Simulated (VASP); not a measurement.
Set up this calculation in VASP 6.6.1, as the native input.

| Quantity | Value |
| --- | --- |
| Task | single point |
| Functional | r2SCAN |
| Potentials or basis | VASP PAW PBE potentials, release 64 (Ga_d, Sb_d_GW) |
| Cutoff | 550 eV |
| k mesh | 8 × 8 × 8 |
| Occupations | fermi-dirac, width 0.02 eV |
| Spin | no spin polarisation |
| Dipole correction | no |
| Further INCAR settings | ALGO = Normal; EDIFF = 1e-06; NBANDS = 21 |

The system is GaSb.

```
Ga Sb
1.0
     0.00000    3.02970    3.09596
     3.02970    0.00000    3.09596
     3.02970    3.02970    0.00000
Ga Sb
1 1
Direct
  0.00000 0.00000 0.00000
  0.25000 0.25000 0.25000
```

This cell differs from its parent crystal: epitaxial xy strain -1.2%.

The input as run:

POSCAR

```
GaSb
1.0
    0.0000000000      3.0297014304      3.0959595446
    3.0297014304      0.0000000000      3.0959595446
    3.0297014304      3.0297014304      0.0000000000
Ga Sb
1 1
Direct
    0.0000000000      0.0000000000      0.0000000000
    0.2500000000      0.2500000000      0.2500000000
```

INCAR.step1

```
  PREC = Accurate
  ENCUT = 550
  ISMEAR = -1
  SIGMA = 0.02
  LREAL = F
  LASPH = T
  NELM = 120
  NBANDS = 21
  GGA = PE
  ALGO = Normal
  EDIFF = 1E-5
  LWAVE = T
  LCHARG = F
  GGA_COMPAT = F
```

INCAR.step2

```
  PREC = Accurate
  ENCUT = 550
  EDIFF = 1E-6
  ISMEAR = -1
  SIGMA = 0.02
  LREAL = F
  LASPH = T
  NELM = 120
  ALGO = Normal
  ISIF = 2
  LWAVE = F
  LCHARG = F
  METAGGA = R2SCAN
  LMIXTAU = T
  NBANDS = 21
  ISTART = 1
  GGA_COMPAT = F
```

KPOINTS

```
Automatic mesh
0
Gamma
  8 8 8
```

Potentials or basis: VASP PAW PBE potentials, release 64 (Ga_d, Sb_d_GW).

Run with:

```sh
$ cat potpaw_PBE.64/Ga_d/POTCAR potpaw_PBE.64/Sb_d_GW/POTCAR > POTCAR
$ cp INCAR.step1 INCAR
$ mpirun -np 1 vasp_std > vasp.out
$ cp INCAR.step2 INCAR
$ mpirun -np 1 vasp_std > vasp.out
```

Results of the run:

- Pressure: 0.8 GPa
- Band gap on the k mesh: 0.45 eV

Caveat: the cell differs from its parent crystal (epitaxial xy strain -1.2%); semilocal functionals underestimate gaps, and a narrow one can read as zero; the PAW data sets were made with another functional, which shifts forces and pressure a little; spin-orbit coupling is left out, which moves the levels of the heavy elements.

It took 6.3 min on 1 thread of Intel(R) Xeon(R) Platinum 8259CL CPU @ 2.50GHz (Skylake/Cascade Lake), on a shared host, peak memory 0.28 GiB.
